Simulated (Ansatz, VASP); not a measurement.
Ni: VASP beside Ansatz

```
Ni
1.0
     0.00000    1.76795    1.78563
     1.76795    0.00000    1.78563
     1.76795    1.76795    0.00000
Ni
1
Cartesian
  0.0000 0.0000 0.0000
```

Change from the starting cell: zz strain of +1 %, crystal datasets.

Alike in both runs: task electric field gradients; functional LDA; k mesh 20 × 20 × 20; occupations fermi-dirac, width 0.05 eV; collinear spin.

```csv
,VASP,Ansatz
version,VASP 6.6.1,Ansatz 0.2.0
potentials or method,"VASP PAW LDA potentials, release 64 (Ni), cutoff 520 eV","all-electron PAW with datasets made for the crystal, scalar-relativistic"
```

Ansatz gave:

```
pressure (GPa)                                                : -21.0
traceless stress, the component that is largest in VASP (GPa) : -0.72
net moment per atom (μB)                                      : 0.63
size of the moment on the site where the two differ most (μB) : 0.66
size of Vzz on the site where it differs most (V/Å²)          : 0.5
```

Task: What did VASP give for the same quantities?

Result: Pressure (GPa): -20.7; traceless stress, the component that is largest in VASP (GPa): -0.71; net moment per atom (μB): 0.61; size of the moment on the site where the two differ most (μB): 0.62; size of Vzz on the site where it differs most (V/Å²): 0.7.

LDA's correlation is that of Perdew and Zunger in VASP and of Perdew and Wang (1992) in Ansatz. Site moments also hang on the region over which each program counts them. Ansatz ran all-electron here, and VASP with PAW potentials. Ansatz's warnings: printed levels off.
